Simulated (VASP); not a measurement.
Input of a VASP 6.6.1 run:

File POSCAR:

```
KTaO3
1.0
    4.0296397813      0.0000000000      0.0000000000
    0.0000000000      4.0296397813      0.0000000000
    0.0000000000      0.0000000000      4.0296397813
K Ta O
1 1 3
Direct
    0.5000000000      0.5000000000      0.5000000000
    0.0000000000      0.0000000000      0.0000000000
    0.5000000000      0.0000000000      0.0000000000
    0.0000000000      0.5000000000      0.0000000000
    0.0000000000      0.0000000000      0.5000000000
```

The input INCAR.step1:

```
SYSTEM = KTaO3
  ALGO = Normal
  EDIFF = 1E-4
  ENCUT = 520
  GGA = PE
  ISMEAR = 0
  LASPH = .True.
  LCHARG = .False.
  LREAL = .False.
  LWAVE = .True.
  NBANDS = 27
  NELM = 80
  PREC = Accurate
  SIGMA = 0.01
```

File INCAR.step2:

```
SYSTEM = KTaO3
  ALGO = Normal
  EDIFF = 1E-6
  ENCUT = 520
  ISIF = 2
  ISMEAR = 0
  ISTART = 1
  LASPH = .True.
  LCHARG = .False.
  LMIXTAU = .True.
  LREAL = .False.
  LWAVE = .False.
  METAGGA = R2SCAN
  NBANDS = 27
  NELM = 80
  PREC = Accurate
  SIGMA = 0.01
```

Contents of KPOINTS:

```
k-points
0
Gamma
  6 6 6
  0 0 0
```

Potentials or basis: VASP PAW PBE potentials, release 64 (K_sv, Ta_pv, O).

Run with:

```console
$ cat potpaw_PBE.64/K_sv/POTCAR potpaw_PBE.64/Ta_pv/POTCAR potpaw_PBE.64/O/POTCAR > POTCAR
$ cp INCAR.step1 INCAR
$ mpirun -np 1 vasp_std > vasp.out
$ cp INCAR.step2 INCAR
$ mpirun -np 1 vasp_std > vasp.out
```

(1) Predict the pressure.

(2) Predict the band gap on the k mesh.

Results:

(1) -5.0 GPa.

(2) 2.52 eV, indirect (least direct gap 3.18 eV).

Caveat: the PAW data sets were made with another functional, which shifts forces and pressure a little; spin-orbit coupling is left out, which moves the levels of the heavy elements.
